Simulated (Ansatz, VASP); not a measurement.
**NaF: VASP beside Ansatz**

Contents of POSCAR:

```
NaF
1.0
    2.7934851994      0.0000000000      0.0000000000
    0.0000000000      2.7934851994      0.0000000000
    0.0000000000      0.0000000000      2.7934851994
Na F
1 1
Direct
    0.0000000000      0.0000000000      0.0000000000
    0.5000000000      0.5000000000      0.5000000000
```

INCAR.step1

```
SYSTEM = NaF
  PREC = Accurate
  ENCUT = 520
  EDIFF = 1E-5
  ISMEAR = 0
  SIGMA = 0.01
  LREAL = .FALSE.
  LASPH = .TRUE.
  NELM = 100
  ALGO = Normal
  ISIF = 2
  LWAVE = .TRUE.
  LCHARG = .FALSE.
  GGA = PE
  NBANDS = 14
```

Contents of INCAR.step2:

```
SYSTEM = NaF
  PREC = Accurate
  ENCUT = 520
  EDIFF = 1E-6
  ISMEAR = 0
  SIGMA = 0.01
  LREAL = .FALSE.
  LASPH = .TRUE.
  NELM = 100
  ALGO = Normal
  ISIF = 2
  LWAVE = .FALSE.
  LCHARG = .FALSE.
  GGA = PE
  LHFCALC = .TRUE.
  AEXX = 0.75
  HFSCREEN = 0.1
  PRECFOCK = Normal
  ISTART = 1
  NBANDS = 14
```

The input KPOINTS:

```
Automatic mesh
0
G
  4 4 4
  0 0 0
```

Input for Ansatz:

```yaml
crystal:
  lattice:
    - [2.7934851994, 0.0, 0.0]
    - [0.0, 2.7934851994, 0.0]
    - [0.0, 0.0, 2.7934851994]
  atoms:
    - { symbol: Na, position: [0.0, 0.0, 0.0] }
    - { symbol: F, position: [0.5, 0.5, 0.5] }
kpoints:
  mp_grid: { grid: [4, 4, 4] }
hamiltonian:
  xc: { exchange: pbe, correlation: pbe, exx: { coeff: 0.75, omega: 0.1 } }
scf:
  occupations: { method: fixed }
  n_extra_bands: 4
output:
  forces: true
  stress: true
  eigenvalues: true
```

Alike in both runs: task single point; functional PBE-based screened hybrid; k mesh 4 × 4 × 4; no spin polarisation.

```csv
,VASP,Ansatz
version,VASP 6.6.1,Ansatz 0.2.0
potentials or method,"VASP PAW PBE potentials, release 64 (Na_pv, F)",plane waves
plane-wave cutoff (eV),520,420
occupations,"gaussian, width 0.01 eV",fixed
valence electrons in the cell,14,16
```

|  | VASP | Ansatz | Ansatz less VASP |
| --- | --- | --- | --- |
| gap on the k mesh at the Fermi level (eV) | 14.09 | 14.15 | +0.052 |
| pressure (GPa) | -2.8 | -2.9 | -0.16 |

VASP's potentials were made for PBE, not for PBE-based screened hybrid. VASP's potentials hold 14 valence electrons a cell and Ansatz's 16, so a difference there can come from the potentials and not from the codes. Ansatz's warnings: stress exchange threshold loose, stress scf threshold loose.

The k mesh is coarse, so the values compare programs but aren't converged.
